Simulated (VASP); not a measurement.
# Al (Fm-3m) in VASP: notebook

Al is run at these levels: LDA; tasks: single point, relaxation of cell and atoms.

All numbers are computed with VASP 6.6.1; they aren't measurements. Logs are shortened: lines on timing, memory, paths and dates and some standing lists are left out, and cuts for length are marked.

### Step 1. The cell of the first run

The structure is cubic, space group Fm-3m (No. 225). The conventional cell has a = 3.973 Å, b = 3.973 Å, c = 3.973 Å, α = 90.00°, β = 90.00°, γ = 90.00°. Within 3.7 Å of Al (site symmetry m-3m) lie 12 Al at 2.81 Å.

### Step 2. Single point, LDA

INCAR

```
ALGO     = Normal         # electronic algorithm
EDIFF    = 1E-6           # SCF threshold, eV
ENCUT    = 500            # plane-wave cutoff, eV
GGA_COMPAT= F            
ISIF     = 2              # what is computed and relaxed
ISMEAR   = 1              # smearing method
LASPH    = T              # aspherical terms in the spheres
LCHARG   = F              # write CHGCAR
LREAL    = F              # projectors in reciprocal space
LWAVE    = F              # write WAVECAR
NBANDS   = 8              # bands
NELM     = 120            # most SCF steps
PREC     = Accurate       # precision mode
SIGMA    = 0.05           # smearing width, eV
```

KPOINTS

```
k-points
0
Gamma
  7 7 7
```

POSCAR

```
Al
1.0
    0.0000000000      1.9867049830      1.9867049830
    1.9867049830      0.0000000000      1.9867049830
    1.9867049830      1.9867049830      0.0000000000
Al
1
Direct
    0.0000000000      0.0000000000      0.0000000000
```

Potentials or basis: VASP PAW LDA potentials, release 64 (Al).

The run is started by

```
$ cat potpaw_LDA.64/Al/POTCAR > POTCAR
$ mpirun -np 1 vasp_std > vasp.out
```

OUTCAR:

```text
EDIFF = 1E-6
   ENCUT = 500
   ISIF = 2
   ISMEAR = 1
   LASPH = T
   LREAL = F
   NELM = 120
   PREC = Accurate

 ion  position               nearest neighbor table
   1  0.000  0.000  0.000-

  LATTYP: Found a face centered cubic cell.
 ALAT       =     3.9734099660

  Lattice vectors:

 A1 = (   0.0000000000,   1.9867049830,   1.9867049830)
 A2 = (   1.9867049830,   0.0000000000,   1.9867049830)
 A3 = (   1.9867049830,   1.9867049830,   0.0000000000)

Analysis of symmetry for initial positions (statically):
=====================================================================
 Subroutine PRICEL returns:
 Original cell was already a primitive cell.

 Routine SETGRP: Setting up the symmetry group for a
 face centered cubic supercell.

 Subroutine GETGRP returns: Found 48 space group operations
 (whereof 48 operations were pure point group operations)
 out of a pool of 48 trial point group operations.

The static configuration has the point symmetry O_h .

Analysis of symmetry for dynamics (positions and initial velocities):
=====================================================================
 Subroutine PRICEL returns:
 Original cell was already a primitive cell.

 Routine SETGRP: Setting up the symmetry group for a
 face centered cubic supercell.

 Subroutine GETGRP returns: Found 48 space group operations
 (whereof 48 operations were pure point group operations)
 out of a pool of 48 trial point group operations.

The dynamic configuration has the point symmetry O_h .

 Subroutine INISYM returns: Found 48 space group operations
 (whereof 48 operations are pure point group operations),
 and found     1 'primitive' translations

----------------------------------------------------------------------------------------

                                     Primitive cell

  volume of cell :      15.6830

  direct lattice vectors                    reciprocal lattice vectors
     0.000000000  1.986704983  1.986704983    -0.251672998  0.251672998  0.251672998
     1.986704983  0.000000000  1.986704983     0.251672998 -0.251672998  0.251672998
     1.986704983  1.986704983  0.000000000     0.251672998  0.251672998 -0.251672998

  length of vectors
     2.809625131  2.809625131  2.809625131     0.435910420  0.435910420  0.435910420

  position of ions in fractional coordinates (direct lattice)
     0.000000000  0.000000000  0.000000000

  ion indices of the primitive-cell ions
   primitive index   ion index
                 1           1

----------------------------------------------------------------------------------------

 KPOINTS: k-points

Automatic generation of k-mesh.
 Grid dimensions read from file:
 generate k-points for:    7    7    7

 Generating k-lattice:

  Cartesian coordinates                     Fractional coordinates (reciprocal lattice)
    -0.035953285  0.035953285  0.035953285     0.142857143  0.000000000  0.000000000
     0.035953285 -0.035953285  0.035953285     0.000000000  0.142857143  0.000000000
     0.035953285  0.035953285 -0.035953285     0.000000000  0.000000000  0.142857143

  Length of vectors
     0.062272917  0.062272917  0.062272917

  Shift w.r.t. Gamma in fractional coordinates (k-lattice)
     0.000000000  0.000000000  0.000000000

 Subroutine IBZKPT returns following result:
 ===========================================

 Found     20 irreducible k-points:

 Following reciprocal coordinates:
            Coordinates               Weight
  0.000000  0.000000  0.000000      1.000000
  0.142857  0.000000  0.000000      8.000000
  0.285714  0.000000  0.000000      8.000000
  0.428571  0.000000  0.000000      8.000000
  0.142857  0.142857  0.000000      6.000000
  0.285714  0.142857  0.000000     24.000000
[... 12 lines left out ...]
 -0.428571  0.428571  0.142857     24.000000
 -0.285714  0.428571  0.142857     24.000000
   k-points           NKPTS =     20   k-points in BZ     NKDIM =     20   number of bands    NBANDS=      8
   number of dos      NEDOS =    301   number of ions     NIONS =      1
   total plane-waves  NPLWV =   8000
   dimension x,y,z NGX =    20 NGY =   20 NGZ =   20
   dimension x,y,z NGXF=    40 NGYF=   40 NGZF=   40
   ions per type =               1
   NGX,Y,Z   is equivalent  to a cutoff of  11.83, 11.83, 11.83 a.u.
   NGXF,Y,Z  is equivalent  to a cutoff of  23.67, 23.67, 23.67 a.u.
 SYSTEM =  unknown system
   PREC   = accura    normal or accurate (medium, high low for compatibility)
   ISTART =      0    job   : 0-new  1-cont  2-samecut
   ICHARG =      2    charge: 1-file 2-atom 10-const
   ISPIN  =      1    spin polarized calculation?
   LNONCOLLINEAR =      F non collinear calculations
   LSORBIT =      F    spin-orbit coupling
   LASPH  =      T    aspherical Exc in radial PAW
   ENCUT  =  500.0 eV  36.75 Ry    6.06 a.u.   5.12  5.12  5.12*2*pi/ulx,y,z
   NELM   =    120;   NELMIN=  2; NELMDL= -5     # of ELM steps
   EDIFF  = 0.1E-05   stopping-criterion for ELM
   LREAL  =      F    real-space projection
   EDIFFG = 0.1E-04   stopping-criterion for IOM
   NSW    =      0    number of steps for IOM
   IBRION =     -1    ionic relax: 0-MD 1-quasi-New 2-CG
   NFREE  =      0    steps in history (QN), initial steepest desc. (CG)
   ISIF   =      2    stress and relaxation
   ISYM   =      2    0-nonsym 1-usesym 2-fastsym
   POTIM  = 0.5000    time-step for ionic-motion
   TEBEG  =    0.0;   TEEND  =   0.0 temperature during run
   PSTRESS=    0.0 pullay stress
   NELECT =       3.0000    total number of electrons
   NUPDOWN=      -1.0000    fix difference up-down
   EMIN   =  10.00;   EMAX   =-10.00  energy-range for DOS
   EFERMI =   0.00;   METHOD = LEGACY
   ISMEAR =     1;   SIGMA  =   0.05  broadening in eV -4-tet -1-fermi 0-gaus
   EFERMI_NEDOS =   21; number of points for ismear=-14 and -15
   IALGO  =     38    algorithm
   IMIX   =      4    mixing-type and parameters
     AMIX     =   0.40;   BMIX     =  1.00
     AMIX_MAG =   1.60;   BMIX_MAG =  1.00
  volume/ion in A,a.u.               =      15.68       105.83
  Fermi-wavevector in a.u.,A,eV,Ry     =   0.943275  1.782532 12.106037  0.889769
  Thomas-Fermi vector in A             =   2.070967
   LORBIT       =      0    0 simple, 1 ext, 2 COOP (PROOUT), +10 PAW based schemes
   GGA     = CA    functional components
   LHFCALC =     F    Hartree Fock is set to
   AEXX    =    0.0000 exact exchange contribution
   IVDW    =     0    specifies the selected vdW correction
   LEPSILON=     F    determine dielectric tensor
   LRPA    =     F    only Hartree local field effects (RPA)
 non-spin polarized calculation
 Methfessel and Paxton  Order N= 1 SIGMA  =   0.05
  energy-cutoff  :      500.00
  volume of cell :       15.68
 maximum number of plane-waves:       411
   NGX = 11   NGY = 11   NGZ = 11

 number of electron       3.0000000 magnetization

 Free energy of the ion-electron system (eV)
  ---------------------------------------------------
  ext. energy  EPLUGINS =         0.00000000
  ---------------------------------------------------
  free energy    TOTEN  =        -4.23905072 eV

  energy without entropy =       -4.23859333  energy(sigma->0) =       -4.23889825

 E-fermi :   8.4470     XC(G=0): -10.5319

 val. band max:        8.4395041847   @ k =  -0.2857   0.2857   0.0000
 cond. band min:       8.5921720326   @ k =  -0.2857   0.4286   0.1429
 fundamental gap:      0.1526678479
 Fermi energy:         8.4470009029

 k-point     1 :       0.0000    0.0000    0.0000
  band No.  band energies     occupation
      1      -3.1244      2.00000
      2      21.1799      0.00000
      3      21.1799      0.00000
      4      21.1799      0.00000
      5      22.8955      0.00000
      6      22.8955      0.00000
      7      22.8955      0.00000
      8      25.3193      0.00000

 k-point     2 :       0.1429    0.0000    0.0000
  band No.  band energies     occupation
      1      -2.5530      2.00000
      2      16.1093      0.00000
      3      20.1317      0.00000
      4      20.1317      0.00000
      5      23.4491      0.00000
      6      24.6709      0.00000
      7      24.6709      0.00000
      8      26.0871      0.00000

 k-point     3 :       0.2857    0.0000    0.0000
  band No.  band energies     occupation
      1      -0.8535      2.00000
      2      10.5277      0.00000
      3      19.4156      0.00000
      4      19.4156      0.00000
      5      22.8024      0.00000
      6      22.8024      0.00000
      7      23.0958      0.00000
      8      27.0323      0.00000

 k-point     4 :       0.4286    0.0000    0.0000
  band No.  band energies     occupation
      1       1.9314      2.00000
      2       5.7605      2.00000
      3      19.6038      0.00000
      4      19.6038      0.00000
      5      20.7441      0.00000
      6      20.7441      0.00000
      7      23.4622      0.00000
      8      24.8224      0.00000

 k-point     5 :       0.1429    0.1429    0.0000
  band No.  band energies     occupation
      1      -2.3631      2.00000
      2      18.0903      0.00000
      3      18.0903      0.00000
      4      18.2352      0.00000
      5      21.4620      0.00000
      6      22.3588      0.00000
      7      27.0404      0.00000
      8      27.0404      0.00000
[... 133 lines left out ...]
 k-point    18 :      -0.4286    0.2857    0.1429
  band No.  band energies     occupation
      1       3.3866      2.00000
      2       7.1422      2.00000
      3      12.2929      0.00000
      4      13.6415      0.00000
      5      21.9660      0.00000
      6      23.2582      0.00000
      7      26.7417      0.00000
      8      30.6540      0.00000

 k-point    19 :      -0.4286    0.4286    0.1429
  band No.  band energies     occupation
      1       4.2640      2.00000
      2       9.4516      0.00000
      3       9.8354      0.00000
      4      11.5647      0.00000
      5      19.6518      0.00000
      6      21.7741      0.00000
      7      28.5407      0.00000
      8      32.4069      0.00000

 k-point    20 :      -0.2857    0.4286    0.1429
  band No.  band energies     occupation
      1       6.3859      2.00000
      2       7.0463      2.00000
      3       8.5922     -0.00032
      4      11.7528      0.00000
      5      21.3643      0.00000
      6      25.9169      0.00000
      7      26.5158      0.00000
      8      28.2099      0.00000

------------------------ aborting loop because EDIFF is reached ----------------------------------------

  FORCE on cell =-STRESS in cart. coord.  units (eV):
  Direction    XX          YY          ZZ          XY          YZ          ZX
  --------------------------------------------------------------------------------------
  -------------------------------------------------------------------------------------
  Total        0.0093763      0.0093763      0.0093763     -0.0000000      0.0000000     -0.0000000
  in kB        0.9578863      0.9578863      0.9578863     -0.0000000      0.0000000     -0.0000000
  external PRESSURE =       0.9578863 kB  Pullay stress =       0.0000000 kB

 VOLUME and BASIS-vectors are now :
 -----------------------------------------------------------------------------
  energy-cutoff  :      500.00
  volume of cell :       15.68
      direct lattice vectors                 reciprocal lattice vectors
     0.000000000  1.986704983  1.986704983    -0.251672998  0.251672998  0.251672998
     1.986704983  0.000000000  1.986704983     0.251672998 -0.251672998  0.251672998
     1.986704983  1.986704983  0.000000000     0.251672998  0.251672998 -0.251672998

 POSITION                                       TOTAL-FORCE (eV/Angst)
 -----------------------------------------------------------------------------------
      0.00000      0.00000      0.00000         0.000000      0.000000      0.000000
 -----------------------------------------------------------------------------------
    total drift:                                0.000000      0.000000     -0.000000

  FREE ENERGIE OF THE ION-ELECTRON SYSTEM (eV)
  ---------------------------------------------------
  free  energy   TOTEN  =        -4.2390507153 eV

  energy  without entropy=       -4.2385933336  energy(sigma->0) =       -4.23889825
```

Run time: 1.3 s. Hardware: 1 thread of Intel Xeon 6975P-C (Granite Rapids), shared host; peak memory 0.1 GiB.

What came out:

| Item | Value |
| --- | --- |
| Free energy | -4.2391 eV |
| Pressure | 0.1 GPa |
| Band gap on the k mesh | zero (an odd number of electrons rules out a gap without spin polarisation) |

Levels at points of the mesh, in eV from the Fermi level:
```csv
k point,band 1,band 2,band 3,band 4,band 5,band 6
"(0.00, 0.00, 0.00)",-11.57,12.73,12.73,12.73,14.45,14.45
```

Caveat: the k points lie up to 0.39 Å⁻¹ apart, too coarse for converged energies and pressures of a metal.

### Step 3. Relaxation of cell and atoms, LDA

This run uses another cell than the first one, of 16.61 Å³/atom.

INCAR

```
SYSTEM = Al
  ALGO = Normal
  EDIFF = 1E-7
  EDIFFG = -0.01
  ENCUT = 500
  GGA = CA
  GGA_COMPAT = .False.
  IBRION = 2
  ISIF = 3
  ISMEAR = 1
  LASPH = .True.
  LCHARG = .False.
  LREAL = .False.
  LWAVE = .False.
  NELM = 120
  NELMIN = 4
  NSW = 60
  PREC = Accurate
  SIGMA = 0.05
```

KPOINTS

```
k-points
0
Gamma
  7 7 7
  0 0 0
```

POSCAR

```
Al
1.0
    0.0000000000      2.0250000000      2.0250000000
    2.0250000000      0.0000000000      2.0250000000
    2.0250000000      2.0250000000      0.0000000000
Al
1
Direct
    0.0000000000      0.0000000000      0.0000000000
```

Potentials or basis: VASP PAW LDA potentials, release 64 (Al).

The run is started by

```
$ cat potpaw_LDA.64/Al/POTCAR > POTCAR
$ mpirun -np 1 vasp_std > vasp.out
```

Wall time 1.7 s (1 thread of Intel Xeon 6975P-C (Granite Rapids), shared host); peak memory 0.11 GiB.

It converged, with:

```yaml
Free_energy: -4.2391 eV
Relaxed_volume: 15.69 Å³/atom
Relaxed_cell: a = 2.810 Å, b = 2.810 Å, c = 2.810 Å, α = 60.00°, β = 60.00°, γ = 60.00°
Space_group_after_relaxing_to_0.1_Å: Fm-3m (No. 225)
Energy_gained_by_relaxing: 13.7 meV/atom
Ionic_steps: 3
Pressure_after_relaxing: 0.1 GPa
Band_gap_on_the_k_mesh: zero (an odd number of electrons rules out a gap without spin polarisation)
```

The path:
```csv
step,energy change (eV),largest force (eV/Å),pressure (GPa),volume (Å³)
1,0.0000,0.0000,-4.37,16.61
2,-0.0132,0.0000,0.94,15.54
3,-0.0137,0.0000,0.06,15.69
```

Final structure:
```yaml
crystal:
  lattice:
    - [0.00000, 1.98695, 1.98695]
    - [1.98695, 0.00000, 1.98695]
    - [1.98695, 1.98695, 0.00000]
  atoms:
    - { symbol: Al, position: [0.00000, 0.00000, 0.00000] }
```

Levels at points of the mesh, in eV from the Fermi level:
```
           k point  band 1  band 2  band 3  band 4  band 5
(0.00, 0.00, 0.00)  -11.57   12.73   12.73   12.73   14.44
```

Caveat: the k points lie up to 0.39 Å⁻¹ apart in the final cell, too coarse for converged energies and pressures of a metal.
